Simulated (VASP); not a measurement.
Wanted: the native input for a VASP 6.6.1 run.

```
Task                   : single point
Functional             : PBE
Potentials or basis    : VASP PAW PBE potentials, release 64 (Pb_d, W_sv)
Cutoff                 : 520 eV
k mesh                 : 6 × 6 × 6
Occupations            : gaussian, width 0.1 eV
Spin                   : no spin polarisation
Dipole correction      : no
Further INCAR settings : ALGO = Normal; EDIFF = 1e-06; NBANDS = 21
```

The structure of PbW lies in POSCAR:

```
PbW
1.0
    0.0000000000      2.8762700402      2.8762700402
    2.8762700402      0.0000000000      2.8762700402
    2.8762700402      2.8762700402      0.0000000000
Pb W
1 1
Direct
    0.0000000000      0.0000000000      0.0000000000
    0.5000000000      0.5000000000      0.5000000000
```

One way to write it, as run:

INCAR

```
  PREC = Accurate
  ENCUT = 520
  EDIFF = 1E-6
  ISMEAR = 0
  SIGMA = 0.1
  LREAL = False
  LASPH = True
  NELM = 80
  ALGO = Normal
  ISIF = 2
  LWAVE = False
  LCHARG = False
  GGA = PE
  NBANDS = 21
```

KPOINTS

```
Automatic mesh
0
Gamma
  6 6 6
```

Potentials or basis: VASP PAW PBE potentials, release 64 (Pb_d, W_sv).

Command:

```sh
$ cat potpaw_PBE.64/Pb_d/POTCAR potpaw_PBE.64/W_sv/POTCAR > POTCAR
$ mpirun -np 1 vasp_std > vasp.out
```

It gave:

The pressure is -4.4 GPa and the band gap on the k mesh is zero (bands 14 and 15 overlap by 1.01 eV).

Caveat: the cell stands under tension; spin-orbit coupling is left out, which moves the levels of the heavy elements.

Wall time 25 s on 1 thread of Intel(R) Xeon(R) Platinum 8259CL CPU @ 2.50GHz (Skylake/Cascade Lake), on a shared host, peak memory 0.17 GiB.
